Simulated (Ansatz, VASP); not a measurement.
BaS: VASP beside Ansatz

```xyz
8
Lattice="-0.0998 3.1535 3.1855 6.3959 3.1819 -3.4135 -6.4975 3.4831 -3.3156" Properties=species:S:1:pos:R:3 pbc="T T T"
Ba   -6.4993    3.5299   -3.3306
Ba    3.1683    3.1251   -0.0704
Ba   -3.3638    3.2816   -0.1194
Ba   -0.1234    6.5025   -0.1991
S    -3.3983    6.5619   -0.1764
S    -0.0967    6.5782   -3.4588
S    -0.0996    3.3302   -0.0669
S     3.1117    6.3362   -0.1536
```

Change from the starting cell: cell x4, atoms moved at random (sigma 0.05 Å) and cell strained at random (1.5 %), then relaxed without symmetry.

Alike in both runs: task relaxation of cell and atoms; functional PBE; k mesh 4 × 2 × 2; occupations gaussian, width 0.1 eV; no spin polarisation.

```csv
,VASP,Ansatz
version,VASP 6.6.1,Ansatz 0.2.0
potentials or method,"VASP PAW PBE potentials, release 64 (Ba_sv, S), cutoff 600 eV","scalar-relativistic, plane waves, PAW"
valence electrons in the cell,64,64
```

VASP gave:

```
gap on the k mesh at the Fermi level, each at its own relaxed structure (eV) : 2.15
relaxed volume (Å³/atom)                                                     : 33.65
relaxed length of the cell vector where the two differ most in proportion (Å)              : 7.906
```

Task: Estimate Ansatz's values.

Result: gap on the k mesh at the Fermi level, each at its own relaxed structure (eV): 2.23; relaxed volume (Å³/atom): 33.19; relaxed length of the cell vector where the two differ most in proportion (Å): 7.868.

Neither program's run includes spin-orbit coupling.
